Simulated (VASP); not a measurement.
# Ge (P-1) in VASP: single point with PBEsol

Aim: the single point of Ge with PBEsol.

Program: VASP 6.6.1. These are calculated values, not measurements. Logs are shortened: lines on timing, memory, paths and dates and some standing lists are left out, and cuts for length are marked.

### Step 1. The cell of the first run

The typed cell holds 2 atoms: a = 2.643 Å, b = 2.828 Å, c = 4.929 Å, α = 89.98°, β = 90.00°, γ = 90.00°.

### Step 2. Single point, PBEsol

Input file INCAR:

```
  PREC = Accurate
  ENCUT = 520
  EDIFF = 1E-6
  ISMEAR = 0
  SIGMA = 0.15
  LREAL = F
  LASPH = T
  NELM = 80
  ALGO = Normal
  ISIF = 2
  LWAVE = F
  LCHARG = F
  GGA = PS
  NBANDS = 21
```

Input file KPOINTS:

```
regular mesh
0
Gamma
  12 12 8
```

Input file POSCAR:

```
Ge
1.0
   -0.0005111090     -0.0001095325     -2.6432391121
    2.8284127553     -0.0007387915     -0.0005516599
    0.0006229344     -4.9287450551      0.0001938721
Ge
2
Direct
   -0.0001185177      0.5131757133      0.0000140477
    0.0001185177     -0.0131757133      0.4999859523
```

Potentials or basis: VASP PAW PBE potentials, release 64 (Ge_d).

The run is started by

```bash
cat potpaw_PBE.64/Ge_d/POTCAR > POTCAR
mpirun -np 1 vasp_std > vasp.out
```

OUTCAR:

```text
PREC = Accurate
   ENCUT = 520
   EDIFF = 1E-6
   ISMEAR = 0
   LREAL = F
   LASPH = T
   NELM = 80
   ISIF = 2
   GGA = PS

 ion  position               nearest neighbor table
   1  1.000  0.513  0.000-   2 2.80   2 2.81   2 2.88   2 2.88
   2  0.000  0.987  0.500-   1 2.80   1 2.81   1 2.88   1 2.88

  LATTYP: Found a simple monoclinic cell.
 ALAT       =     2.8284129056
 B/A-ratio  =     0.9345308666
 C/A-ratio  =     1.7425833012
 COS(beta)  =    -0.0003875839

  Lattice vectors:

 A1 = (   2.8284127553,  -0.0007387915,  -0.0005516599)
 A2 = (  -0.0005111090,  -0.0001095325,  -2.6432391121)
 A3 = (  -0.0006229344,   4.9287450551,  -0.0001938721)

Analysis of symmetry for initial positions (statically):
=====================================================================
 Subroutine PRICEL returns:
 Original cell was already a primitive cell.

 Routine SETGRP: Setting up the symmetry group for a
 simple monoclinic supercell.

 Subroutine GETGRP returns: Found  2 space group operations
 (whereof  1 operations were pure point group operations)
 out of a pool of  4 trial point group operations.

The static configuration has the point symmetry C_1 .
 The point group associated with its full space group is S_2 .

Analysis of symmetry for dynamics (positions and initial velocities):
=====================================================================
 Subroutine PRICEL returns:
 Original cell was already a primitive cell.

 Routine SETGRP: Setting up the symmetry group for a
 simple monoclinic supercell.

 Subroutine GETGRP returns: Found  2 space group operations
 (whereof  1 operations were pure point group operations)
 out of a pool of  4 trial point group operations.

The dynamic configuration has the point symmetry C_1 .
 The point group associated with its full space group is S_2 .

 Subroutine INISYM returns: Found  2 space group operations
 (whereof  1 operations are pure point group operations),
 and found     1 'primitive' translations

----------------------------------------------------------------------------------------

                                     Primitive cell

  volume of cell :      36.8481

  direct lattice vectors                    reciprocal lattice vectors
    -0.000511109 -0.000109533 -2.643239112    -0.000073793 -0.000014891 -0.378323685
     2.828412755 -0.000738791 -0.000551660     0.353555185  0.000044682 -0.000068367
     0.000622934 -4.928745055  0.000193872    -0.000052994 -0.202891410  0.000008418

  length of vectors
     2.643239164  2.828412906  4.928745098     0.378323692  0.353555195  0.202891417

  position of ions in fractional coordinates (direct lattice)
     0.999881482  0.513175713  0.000014048
     0.000118518  0.986824287  0.499985952

  ion indices of the primitive-cell ions
   primitive index   ion index
                 1           1
                 2           2

----------------------------------------------------------------------------------------

 KPOINTS: regular mesh

Automatic generation of k-mesh.
 Grid dimensions read from file:
 generate k-points for:   12   12    8

 Generating k-lattice:

  Cartesian coordinates                     Fractional coordinates (reciprocal lattice)
    -0.000006149 -0.000001241 -0.031526974     0.083333333  0.000000000 -0.000000000
     0.029462932  0.000003724 -0.000005697     0.000000000  0.083333333 -0.000000000
    -0.000006624 -0.025361426  0.000001052    -0.000000000  0.000000000  0.125000000

  Length of vectors
     0.031526974  0.029462933  0.025361427

  Shift w.r.t. Gamma in fractional coordinates (k-lattice)
     0.000000000  0.000000000  0.000000000

 Subroutine IBZKPT returns following result:
 ===========================================

 Found    580 irreducible k-points:

 Following reciprocal coordinates:
            Coordinates               Weight
  0.000000  0.000000  0.000000      1.000000
  0.083333  0.000000  0.000000      2.000000
  0.166667 -0.000000  0.000000      2.000000
  0.250000  0.000000  0.000000      2.000000
  0.333333 -0.000000  0.000000      2.000000
  0.416667 -0.000000 -0.000000      2.000000
[... 16 lines left out ...]
  0.166667  0.166667  0.000000      2.000000
  0.166667 -0.166667  0.000000      2.000000
 [... further k-points ...]
   k-points           NKPTS =    580   k-points in BZ     NKDIM =    580   number of bands    NBANDS=     21
   number of dos      NEDOS =    301   number of ions     NIONS =      2
   total plane-waves  NPLWV =  19200
   dimension x,y,z NGX =    20 NGY =   24 NGZ =   40
   dimension x,y,z NGXF=    40 NGYF=   48 NGZF=   80
   ions per type =               2
   NGX,Y,Z   is equivalent  to a cutoff of  12.58, 14.11, 13.49 a.u.
   NGXF,Y,Z  is equivalent  to a cutoff of  25.16, 28.21, 26.98 a.u.
 SYSTEM =  unknown system
   PREC   = accura    normal or accurate (medium, high low for compatibility)
   ISTART =      0    job   : 0-new  1-cont  2-samecut
   ICHARG =      2    charge: 1-file 2-atom 10-const
   ISPIN  =      1    spin polarized calculation?
   LNONCOLLINEAR =      F non collinear calculations
   LSORBIT =      F    spin-orbit coupling
   LASPH  =      T    aspherical Exc in radial PAW
   ENCUT  =  520.0 eV  38.22 Ry    6.18 a.u.   4.91  5.26  9.16*2*pi/ulx,y,z
   NELM   =     80;   NELMIN=  2; NELMDL= -5     # of ELM steps
   EDIFF  = 0.1E-05   stopping-criterion for ELM
   LREAL  =      F    real-space projection
   EDIFFG = 0.1E-04   stopping-criterion for IOM
   NSW    =      0    number of steps for IOM
   IBRION =     -1    ionic relax: 0-MD 1-quasi-New 2-CG
   NFREE  =      0    steps in history (QN), initial steepest desc. (CG)
   ISIF   =      2    stress and relaxation
   ISYM   =      2    0-nonsym 1-usesym 2-fastsym
   POTIM  = 0.5000    time-step for ionic-motion
   TEBEG  =    0.0;   TEEND  =   0.0 temperature during run
   PSTRESS=    0.0 pullay stress
   NELECT =      28.0000    total number of electrons
   NUPDOWN=      -1.0000    fix difference up-down
   EMIN   =  10.00;   EMAX   =-10.00  energy-range for DOS
   EFERMI =   0.00;   METHOD = LEGACY
   ISMEAR =     0;   SIGMA  =   0.15  broadening in eV -4-tet -1-fermi 0-gaus
   EFERMI_NEDOS =   21; number of points for ismear=-14 and -15
   IALGO  =     38    algorithm
   IMIX   =      4    mixing-type and parameters
     AMIX     =   0.40;   BMIX     =  1.00
     AMIX_MAG =   1.60;   BMIX_MAG =  1.00
  volume/ion in A,a.u.               =      18.42       124.33
  Fermi-wavevector in a.u.,A,eV,Ry     =   1.493903  2.823067 30.364738  2.231745
  Thomas-Fermi vector in A             =   2.606244
   LORBIT       =      0    0 simple, 1 ext, 2 COOP (PROOUT), +10 PAW based schemes
   GGA     = PS    functional components
   LHFCALC =     F    Hartree Fock is set to
   AEXX    =    0.0000 exact exchange contribution
   IVDW    =     0    specifies the selected vdW correction
   LEPSILON=     F    determine dielectric tensor
   LRPA    =     F    only Hartree local field effects (RPA)
 non-spin polarized calculation
 Gauss-broadening in eV      SIGMA  =   0.15
  energy-cutoff  :      520.00
  volume of cell :       36.85
 maximum number of plane-waves:      1016
 NGX is ok and might be reduce to    20
   NGX =  9   NGY = 11   NGZ = 19

 number of electron      28.0000013 magnetization

 Free energy of the ion-electron system (eV)
  ---------------------------------------------------
  ext. energy  EPLUGINS =         0.00000000
  ---------------------------------------------------
  free energy    TOTEN  =        -9.51668063 eV

  energy without entropy =       -9.50940427  energy(sigma->0) =       -9.51304245

 E-fermi :   6.7480     XC(G=0): -11.5010

 val. band max:        6.7136299124   @ k =   0.5000   0.5000   0.1250
 cond. band min:       6.7501820191   @ k =   0.4167   0.0000   0.2500
 fundamental gap:      0.0365521067
 Fermi energy:         6.7480370971

 k-point     1 :       0.0000    0.0000    0.0000
  band No.  band energies     occupation
      1     -17.9623      2.00000
      2     -17.9430      2.00000
      3     -17.8600      2.00000
      4     -17.8532      2.00000
      5     -17.8370      2.00000
      6     -17.7526      2.00000
[... 13 lines left out ...]
     20      17.6829      0.00000
     21      20.9313      0.00000

 k-point     2 :       0.0833    0.0000    0.0000
  band No.  band energies     occupation
      1     -17.9465      2.00000
      2     -17.9352      2.00000
      3     -17.8592      2.00000
      4     -17.8524      2.00000
      5     -17.8263      2.00000
      6     -17.7604      2.00000
[... 13 lines left out ...]
     20      19.1399      0.00000
     21      20.3716      0.00000

 k-point     3 :       0.1667   -0.0000    0.0000
  band No.  band energies     occupation
      1     -17.9191      2.00000
      2     -17.9036      2.00000
      3     -17.8570      2.00000
      4     -17.8502      2.00000
      5     -17.7915      2.00000
      6     -17.7816      2.00000
[... 13 lines left out ...]
     20      17.3745      0.00000
     21      21.0072      0.00000

 k-point     4 :       0.2500    0.0000    0.0000
  band No.  band energies     occupation
      1     -17.9054      2.00000
      2     -17.8541      2.00000
      3     -17.8472      2.00000
      4     -17.8450      2.00000
      5     -17.8104      2.00000
      6     -17.7525      2.00000
[... 13 lines left out ...]
     20      16.8702      0.00000
     21      21.8443      0.00000

 k-point     5 :       0.3333   -0.0000    0.0000
  band No.  band energies     occupation
      1     -17.8962      2.00000
      2     -17.8509      2.00000
      3     -17.8443      2.00000
      4     -17.8389      2.00000
      5     -17.7870      2.00000
      6     -17.7741      2.00000
[... 13 lines left out ...]
     20      17.7329      0.00000
     21      22.5572      0.00000
[... 382 lines left out ...]
     20      20.0069      0.00000
     21      20.1810      0.00000

 k-point    22 :       0.0833   -0.1667    0.0000
  band No.  band energies     occupation
      1     -17.9328      2.00000
      2     -17.9008      2.00000
      3     -17.8578      2.00000
      4     -17.8332      2.00000
      5     -17.8244      2.00000
      6     -17.7558      2.00000
[... 13 lines left out ...]
     20      20.0072      0.00000
     21      20.1808      0.00000

 k-point    23 :       0.1667    0.1667    0.0000
  band No.  band energies     occupation
      1     -17.8899      2.00000
      2     -17.8802      2.00000
      3     -17.8555      2.00000
      4     -17.8293      2.00000
      5     -17.7955      2.00000
      6     -17.7764      2.00000
[... 13 lines left out ...]
     20      19.6411      0.00000
     21      20.5239      0.00000

 k-point    24 :       0.1667   -0.1667    0.0000
  band No.  band energies     occupation
      1     -17.8899      2.00000
      2     -17.8802      2.00000
      3     -17.8555      2.00000
      4     -17.8293      2.00000
      5     -17.7955      2.00000
      6     -17.7764      2.00000
[... 13 lines left out ...]
     20      19.6412      0.00000
     21      20.5239      0.00000

 [... further k-points ...]

------------------------ aborting loop because EDIFF is reached ----------------------------------------

  FORCE on cell =-STRESS in cart. coord.  units (eV):
  Direction    XX          YY          ZZ          XY          YZ          ZX
  --------------------------------------------------------------------------------------
  -------------------------------------------------------------------------------------
  Total       -0.0251397     -0.0143789     -0.0426903      0.0016516     -0.0000284      0.0000193
  in kB       -1.0930860     -0.6252031     -1.8561974      0.0718136     -0.0012370      0.0008397
  external PRESSURE =      -1.1914955 kB  Pullay stress =       0.0000000 kB

 VOLUME and BASIS-vectors are now :
 -----------------------------------------------------------------------------
  energy-cutoff  :      520.00
  volume of cell :       36.85
      direct lattice vectors                 reciprocal lattice vectors
    -0.000511109 -0.000109533 -2.643239112    -0.000073793 -0.000014891 -0.378323685
     2.828412755 -0.000738791 -0.000551660     0.353555185  0.000044682 -0.000068367
     0.000622934 -4.928745055  0.000193872    -0.000052994 -0.202891410  0.000008418

 POSITION                                       TOTAL-FORCE (eV/Angst)
 -----------------------------------------------------------------------------------
      1.45096     -0.00056     -2.64321        -0.000631      0.000200     -0.000241
      2.79146     -2.46503     -0.00076         0.000631     -0.000200      0.000241
 -----------------------------------------------------------------------------------
    total drift:                               -0.000000      0.000000      0.000000

  FREE ENERGIE OF THE ION-ELECTRON SYSTEM (eV)
  ---------------------------------------------------
  free  energy   TOTEN  =        -9.5166806294 eV

  energy  without entropy=       -9.5094042743  energy(sigma->0) =       -9.51304245
```

Wall time 2.6 min (1 thread of AMD EPYC 9R45 (Zen 5), shared host); peak memory 0.4 GiB.

What came out:

| Property | Result |
| --- | --- |
| Free energy | -9.5167 eV |
| Pressure | -0.1 GPa |
| Band gap on the k mesh | zero (bands 14 and 15 overlap by 6.80 eV) |

Stress tensor (GPa, compression positive):
```
-0.11  0.01  0.00
 0.01 -0.06  0.00
 0.00  0.00 -0.19
```

Levels at points of the mesh, in eV from the Fermi level:
```tsv
k point	band 11	band 12	band 13	band 14	band 15	band 16	band 17	band 18
(0.00, 0.00, 0.00)	-13.39	-8.29	-5.78	4.29	6.99	8.01	8.40	8.79
(0.50, 0.00, 0.00)	-9.31	-6.10	-3.81	-2.48	-2.01	3.33	7.41	11.46
(0.00, 0.50, 0.00)	-9.05	-8.74	-3.00	-2.80	-1.20	-0.68	10.66	10.98
(0.50, 0.50, 0.00)	-4.89	-4.60	-2.32	-2.03	0.89	0.97	2.09	2.67
(0.00, 0.00, 0.50)	-11.87	-11.87	0.73	0.73	5.80	5.80	8.43	8.43
(0.50, 0.00, 0.50)	-7.81	-7.81	-4.65	-4.65	4.46	4.46	8.75	8.75
(0.00, 0.50, 0.50)	-8.22	-8.22	-5.75	-5.75	4.11	4.12	8.13	8.14
(0.50, 0.50, 0.50)	-3.74	-3.74	-2.45	-2.45	-1.95	-1.95	3.37	3.37
```

Caveat: the PAW data sets were made with another functional, which shifts forces and pressure a little.

The gap in the log of VASP goes by the Fermi energy; the results here count the filled bands.